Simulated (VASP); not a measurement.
Wanted: the native input for a VASP 6.6.1 run.

```
Task                   : relaxation of cell and atoms
Functional             : PBE
Potentials or basis    : VASP PAW PBE potentials, release 64 (Hf_pv, Cl)
Cutoff                 : 500 eV
k mesh                 : 3 × 3 × 3
Occupations            : gaussian, width 0.2 eV
Spin                   : no spin polarisation
Dipole correction      : no
Further INCAR settings : ALGO = Normal; EDIFF = 1e-07; IBRION = 2; EDIFFG = -0.08; NSW = 36; ISIF = 3
```

The structure of Hf4Cl3 lies in POSCAR:

```
Hf4Cl3
1.0
    0.0000000000      4.5131036100      4.5131036100
    4.5131036100      0.0000000000      4.5131036100
    4.5131036100      4.5131036100      0.0000000000
Hf Cl
4 3
Direct
    0.1549880800      0.1549880800      0.1549880800
    0.1549880800      0.1549880800      0.5350357700
    0.1549880800      0.5350357700      0.1549880800
    0.5350357700      0.1549880800      0.1549880800
    0.7500000000      0.7500000000      0.7500000000
    0.0000000000      0.0000000000      0.0000000000
    0.5000000000      0.5000000000      0.5000000000
```

The cell was built from a structure type or drawn by symmetry, and may not be a known phase.

These files were run (other wordings do the same):

INCAR

```
SYSTEM = Hf4Cl3
PREC = Accurate
ENCUT = 500
EDIFF = 1E-7
ISMEAR = 0
SIGMA = 0.2
LREAL = .FALSE.
LASPH = .TRUE.
NELM = 120
ALGO = Normal
ISIF = 3
LWAVE = .FALSE.
LCHARG = .FALSE.
GGA = PE
IBRION = 2
NSW = 36
EDIFFG = -0.08
GGA_COMPAT = .FALSE.
NELMIN = 4
```

KPOINTS

```
Automatic mesh
0
G
  3 3 3
  0 0 0
```

Potentials or basis: VASP PAW PBE potentials, release 64 (Hf_pv, Cl).

Run with:

```sh
$ cat potpaw_PBE.64/Hf_pv/POTCAR potpaw_PBE.64/Cl/POTCAR > POTCAR
$ mpirun -np 1 vasp_std > vasp.out
```

Results of the run:

| Quantity | Value |
| --- | --- |
| Relaxed volume | 34.61 Å³/atom |
| Relaxed cell | a = 6.998 Å, b = 6.998 Å, c = 6.998 Å, α = 60.00°, β = 60.00°, γ = 60.00° |
| Space group after relaxing (to 0.1 Å) | F-43m (No. 216) |
| Energy gained by relaxing | 648.2 meV/atom |
| Ionic steps | 9 |
| Pressure after relaxing | 0.0 GPa |
| Band gap on the k mesh | zero (an odd number of electrons rules out a gap without spin polarisation) |

Caveat: the k points lie up to 0.37 Å⁻¹ apart in the final cell, too coarse for converged energies and pressures of a metal; the volume moved by over 15 % at a fixed basis, so the end points are rough; spin-orbit coupling is left out, which moves the levels of the heavy elements; an odd number of electrons without spin polarisation forces a metal; a magnetic or distorted state may lie lower.

Wall time 4 min on 1 thread of Intel(R) Xeon(R) 6975P-C (Granite Rapids), with other jobs on the host, peak memory 0.33 GiB.
